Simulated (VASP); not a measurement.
## CrCuO2: relaxation of cell and atoms with PBE+U

Crystal: CrCuO2.

```
Cr Cu O
1.0
     1.48670    0.85835    5.70000
    -1.48670    0.85835    5.70000
     0.00000   -1.71669    5.70000
Cr Cu O
1 1 2
Direct
  0.50000 0.50000 0.50000
  0.00000 0.00000 0.00000
  0.10792 0.10792 0.10792
  0.89208 0.89208 0.89208
```

- Program: VASP 6.6.1
- Task: relaxation of cell and atoms
- Functional: PBE
- Potentials or basis: VASP PAW PBE potentials, release 64 (Cr_pv, Cu, O)
- Cutoff: 600 eV
- k mesh: 6 × 6 × 6
- Occupations: gaussian, width 0.1 eV
- Spin: collinear spin, ferromagnetic start
- Starting moments: [2.73, 0.0, 0.0, 0.0] μB
- Hubbard terms: Cr d U = 3.7 eV, Cu d U = 4.0 eV
- Dipole correction: no
- Further INCAR settings: ALGO = Normal; EDIFF = 1e-07; IBRION = 2; EDIFFG = -0.05; NSW = 100; ISIF = 3

```json
{"Relaxed volume": "11.53 Å³/atom", "Relaxed cell": "a = 5.982 Å, b = 5.982 Å, c = 5.982 Å, α = 29.56°, β = 29.56°, γ = 29.56°", "Space group after relaxing (to 0.1 Å)": "R-3m (No. 166)", "Energy gained by relaxing": "17.4 meV/atom", "Ionic steps": "6", "Pressure after relaxing": "-0.1 GPa", "Largest force after relaxing": "0.047 eV/Å", "Band gap on the k mesh": "1.89 eV (least direct gap 2.63 eV)", "Net moment": "3.00 μB per cell", "Site moments": "Cr +2.98; Cu +0.01; O -0.04 μB", "Valence electrons inside the program's atomic spheres": "Cr 10.56; Cu 10.05; O 5.04"}
```

Forces on the atoms (eV/Å):
```
Cr   0.000  0.000  0.000
Cu   0.000  0.000  0.000
O    0.000  0.000 -0.047
O    0.000  0.000  0.047
```

Stress tensor (GPa, compression positive):
```
 0.00  0.00  0.00
 0.00  0.00  0.00
 0.00  0.00 -0.36
```

Step by step:
```tsv
step	energy change (eV)	largest force (eV/Å)	pressure (GPa)	volume (Å³)
1	0.0000	0.4502	8.62	43.64
2	-0.0321	0.5004	-5.18	47.45
3	-0.0630	0.1453	-0.05	45.81
4	-0.0683	0.1090	0.08	45.93
5	-0.0695	0.0856	0.19	46.01
6	-0.0697	0.0466	-0.12	46.12
```

Final structure:
```
CELL_PARAMETERS angstrom
1.52605 0.88106 5.71696
-1.52605 0.88106 5.71696
0.00000 -1.76213 5.71696
ATOMIC_POSITIONS crystal
Cr 0.50000 0.50000 0.50000
Cu 0.00000 0.00000 0.00000
O 0.10803 0.10803 0.10803
O 0.89197 0.89197 0.89197
```

Levels at points of the mesh, in eV from the valence-band top:
Spin up:
```csv
k point,band 16,band 17,band 18,band 19,band 20,band 21,band 22
"(0.00, 0.00, 0.00)",-1.90,-1.61,-1.58,-1.58,2.66,3.52,3.52
"(0.50, 0.00, 0.00)",-1.55,-1.43,-1.26,-0.13,2.86,3.29,3.88
"(0.50, 0.50, 0.00)",-1.59,-1.56,-1.22,-0.03,2.76,3.47,3.84
"(0.50, 0.50, 0.50)",-2.12,-1.13,-0.75,-0.75,3.35,3.35,3.98
```
Spin down:
| k point | band 14 | band 15 | band 16 | band 17 | band 18 | band 19 |
| --- | --- | --- | --- | --- | --- | --- |
| (0.00, 0.00, 0.00) | -1.97 | -1.64 | -1.64 | 2.49 | 3.74 | 3.74 |
| (0.50, 0.00, 0.00) | -1.43 | -1.27 | -0.12 | 2.79 | 4.14 | 4.49 |
| (0.50, 0.50, 0.00) | -1.59 | -1.49 | -0.28 | 3.48 | 3.87 | 4.44 |
| (0.50, 0.50, 0.50) | -2.12 | -0.80 | -0.80 | 3.74 | 3.74 | 3.99 |

Eigenvalues of the final occupation matrices:
```csv
site,spin,trace,eigenvalues
site 1 d,1,3.46,0.30 0.30 0.95 0.95 0.95
site 1 d,2,0.53,0.04 0.04 0.04 0.20 0.20
site 2 d,1,4.68,0.86 0.95 0.95 0.96 0.96
site 2 d,2,4.69,0.86 0.95 0.95 0.97 0.97
```

Run time: 15 min on 1 thread of Intel(R) Xeon(R) 6975P-C (Granite Rapids), on a shared host, peak memory 0.46 GiB.

Caveat: the relaxation stopped at a loose force limit of 0.05 eV/Å, so its end isn't a converged minimum. PBE usually gives volumes a little too large and moduli too small.
